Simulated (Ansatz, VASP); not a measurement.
## NaCl in VASP and in Ansatz

File INCAR:

```
  PREC = Accurate
  ENCUT = 520
  EDIFF = 1E-6
  ISMEAR = 0
  SIGMA = 0.05
  LREAL = F
  LASPH = T
  NELM = 100
  ALGO = Normal
  ISIF = 2
  LWAVE = F
  LCHARG = T
  GGA = PS
  LELF = T
  LVHAR = T
  NBANDS = 14
```

The input KPOINTS:

```
Automatic mesh
0
Gamma
  8 8 8
```

File POSCAR:

```
NaCl
1.0
    0.0000000000      2.5229294485      3.5674222402
    2.5229294485      0.0000000000      3.5674222402
    2.5229294485      2.5229294485      0.0000000000
Na Cl
1 1
Direct
    0.0000000000      0.0000000000      0.0000000000
    0.5000000000      0.5000000000      0.5000000000
```

Input for Ansatz:

```yaml
crystal:
  lattice:
    - [0.0, 2.5229294485, 3.5674222402]
    - [2.5229294485, 0.0, 3.5674222402]
    - [2.5229294485, 2.5229294485, 0.0]
  atoms:
    - { symbol: Na, position: [0.0, 0.0, 0.0] }
    - { symbol: Cl, position: [0.5, 0.5, 0.5] }
basis:
  ecutwfc: 420
kpoints:
  mp_grid: { grid: [8, 8, 8] }
hamiltonian:
  xc: pbesol
scf:
  occupations: { method: gaussian, width: 0.05 }
output:
  forces: true
  stress: true
  eigenvalues: true
```

Alike in both runs: task single point; functional PBEsol; k mesh 8 × 8 × 8; occupations gaussian, width 0.05 eV; no spin polarisation.

|  | VASP | Ansatz |
| --- | --- | --- |
| version | VASP 6.6.1 | Ansatz 0.2.0 |
| potentials or method | VASP PAW PBE potentials, release 64 (Na_pv, Cl), cutoff 520 eV | scalar-relativistic, plane waves, PAW |
| valence electrons in the cell | 14 | 16 |

Ansatz gave:

| Quantity | Value |
| --- | --- |
| gap on the k mesh at the Fermi level (eV) | 4.94 |
| least direct gap on the mesh (eV) | 4.94 |
| pressure (GPa) | 5.5 |
| traceless stress, the component that is largest in VASP (GPa) | -7.47 |

**Question.** What did VASP give for the same quantities?

**Answer.** gap on the k mesh at the Fermi level (eV): 4.93; least direct gap on the mesh (eV): 4.93; pressure (GPa): 5.6; traceless stress, the component that is largest in VASP (GPa): -7.61.

VASP's potentials were made for PBE, not for PBEsol. The functional is the same, so the differences come from potentials, cutoffs and numerics. VASP's potentials hold 14 valence electrons a cell and Ansatz's 16, so a difference there can come from the potentials and not from the codes.
